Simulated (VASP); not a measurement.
Input of a VASP 6.6.1 run:

The input INCAR:

```
ALGO     = Normal         # electronic algorithm
EDIFF    = 1E-7           # SCF threshold, eV
ENCUT    = 520            # plane-wave cutoff, eV
GGA      = PS             # functional
ISIF     = 2              # what is computed and relaxed
ISMEAR   = 0              # smearing method
ISPIN    = 2              # spin polarisation
LASPH    = T              # aspherical terms in the spheres
LCHARG   = F              # write CHGCAR
LMAXMIX  = 4              # l up to which the mixer works
LORBIT   = 11             # projections on sites
LREAL    = F              # projectors in reciprocal space
LWAVE    = F              # write WAVECAR
MAGMOM   = 1.89           # initial moments
NBANDS   = 14             # bands
NELM     = 150            # most SCF steps
PREC     = Accurate       # precision mode
SIGMA    = 0.1            # smearing width, eV
```

KPOINTS

```
k-points
0
Gamma
  8 8 8
```

Contents of POSCAR:

```
Co
1.0
    2.2923379848      0.0000000000      0.0000000000
    0.0000000000      2.2923379848      0.0000000000
    0.0000000000      0.0000000000      2.2923379848
Co
1
Direct
    0.0000000000      0.0000000000      0.0000000000
```

Potentials or basis: VASP PAW PBE potentials, release 64 (Co).

Launch:

```sh
$ cat potpaw_PBE.64/Co/POTCAR > POTCAR
$ mpirun -np 1 vasp_std > vasp.out
```

(1) Estimate the site moments.

(2) What does it give for the pressure?

(3) What does it give for the net moment?

## Answers

(1) Co +1.75 μB.

(2) -0.8 GPa.

(3) 1.76 μB per cell.

Caveat: the PAW data sets were made with another functional, which shifts forces and pressure a little.
